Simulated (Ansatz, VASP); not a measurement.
Two plane-wave programs on Nb

The input INCAR:

```
PREC = Accurate
ENCUT = 520
EDIFF = 1E-7
ISMEAR = 0
SIGMA = 0.1
LREAL = False
LASPH = True
NELM = 80
ALGO = Normal
ISIF = 2
LWAVE = False
LCHARG = False
GGA = PE
NBANDS = 12
```

File KPOINTS:

```
regular mesh
0
Gamma
  18 18 18
```

The input POSCAR:

```
Nb
1.0
   -1.6880281655      1.6880281655      1.6880281655
    1.6880281655     -1.6880281655      1.6880281655
    1.6880281655      1.6880281655     -1.6880281655
Nb
1
Direct
    0.0000000000      0.0000000000      0.0000000000
```

Input for Ansatz:

```yaml
crystal:
  lattice:
    - [-1.6880281655, 1.6880281655, 1.6880281655]
    - [1.6880281655, -1.6880281655, 1.6880281655]
    - [1.6880281655, 1.6880281655, -1.6880281655]
  atoms:
    - { symbol: Nb, position: [0.0, 0.0, 0.0] }
basis:
  ecutwfc: 420
kpoints:
  mp_grid: { grid: [18, 18, 18] }
hamiltonian:
  xc: pbe
scf:
  occupations: { method: gaussian, width: 0.1 }
output:
  forces: true
  stress: true
  eigenvalues: true
```

Alike in both runs: task single point; functional PBE; k mesh 18 × 18 × 18; occupations gaussian, width 0.1 eV; no spin polarisation.

|  | VASP | Ansatz |
| --- | --- | --- |
| version | VASP 6.6.1 | Ansatz 0.2.0 |
| potentials or method | VASP PAW PBE potentials, release 64 (Nb_sv), cutoff 520 eV | scalar-relativistic, plane waves, PAW |
| valence electrons in the cell | 13 | 13 |

Ansatz gave:

* gap on the k mesh at the Fermi level (eV): none
* pressure (GPa): -8.9

Task: Estimate VASP's values.

Result: gap on the k mesh at the Fermi level (eV): none; pressure (GPa): -9.1.

A gap of «none» marks a metal or a gap that the smearing closes. With one functional, cell and mesh, what is left measures potentials, basis and numerics.
